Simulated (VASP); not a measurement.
Here is a VASP 6.6.1 calculation.

Contents of INCAR:

```
SYSTEM = InSe
PREC = Accurate
ENCUT = 520
EDIFF = 1E-7
ISMEAR = -1
SIGMA = 0.01
LREAL = .False.
LASPH = .True.
NELM = 60
ALGO = Normal
ISIF = 2
LWAVE = .False.
LCHARG = .False.
GGA = PE
NBANDS = 27
```

File KPOINTS:

```
regular mesh
0
Gamma
  7 7 7
  0 0 0
```

The input POSCAR:

```
InSe
1.0
    2.0132450671      1.1623475815      8.3717488899
   -2.0132450671      1.1623475815      8.3717488899
    0.0000000000     -2.3246951629      8.3717488899
In Se
2 2
Direct
    0.0000000000      0.0000000000      0.0000000000
    0.1122000000      0.1122000000      0.1122000000
    0.6155000000      0.6155000000      0.6155000000
    0.8300000000      0.8300000000      0.8300000000
```

Potentials or basis: VASP PAW PBE potentials, release 64 (In_d, Se).

The run is started by

```console
$ cat potpaw_PBE.64/In_d/POTCAR potpaw_PBE.64/Se/POTCAR > POTCAR
$ mpirun -np 1 vasp_std > vasp.out
```

Question: What does it give for the largest force?

Answer: 0.154 eV/Å.

Question: What does it give for the band gap on the k mesh?

Answer: 0.69 eV (least direct gap 0.70 eV).

Question: Predict the pressure.

Answer: 1.8 GPa.

Stress tensor (GPa, compression positive):
```
2.06 0.00 0.00
0.00 2.06 0.00
0.00 0.00 1.42
```

Caveat: spin-orbit coupling is left out, which moves the levels of the heavy elements; an odd mesh through Γ misses points on the zone boundary, where band edges can lie.
